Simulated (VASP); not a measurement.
# TaSi (wurtzite type): single point with PBE

TaSi (wurtzite type):

```
CELL_PARAMETERS angstrom
4.41172 0.00000 0.00000
-2.20586 3.82066 0.00000
0.00000 0.00000 5.00644
ATOMIC_POSITIONS crystal
Ta 0.33333 0.66667 0.93800
Ta 0.66667 0.33333 0.43800
Si 0.33333 0.66667 0.43800
Si 0.66667 0.33333 0.93800
```

```yaml
Program: VASP 6.6.1
Task: single point
Functional: PBE
Potentials_or_basis: VASP PAW PBE potentials, release 64 (Ta_pv, Si)
Cutoff: 520 eV
k_mesh: 9 × 9 × 5
Occupations: fermi-dirac, width 0.05 eV
Spin: no spin polarisation
Dipole_correction: no
Further_INCAR_settings: ALGO = Normal; EDIFF = 1e-06; NBANDS = 23
```

```
Pressure               : -0.9 GPa
Band gap on the k mesh : zero (band 15 reaches 5.81 eV, above the bottom of band 16 at 4.56 eV)
```

Stress tensor (GPa, compression positive):
```
-0.93  0.00  0.00
 0.00 -0.93  0.00
 0.00  0.00 -0.84
```

Levels at points of the mesh, in eV from the Fermi level:
| k point | band 11 | band 12 | band 13 | band 14 | band 15 | band 16 | band 17 | band 18 | band 19 | band 20 |
| --- | --- | --- | --- | --- | --- | --- | --- | --- | --- | --- |
| (0.00, 0.00, 0.00) | -2.53 | -2.41 | -2.41 | -1.01 | -1.01 | -0.07 | 1.78 | 1.78 | 2.08 | 2.75 |

Wall time 34 s on 1 thread of Intel(R) Xeon(R) Platinum 8559C (Emerald Rapids), on a shared host, peak memory 0.24 GiB.

Caveat: spin-orbit coupling is left out, which moves the levels of the heavy elements.
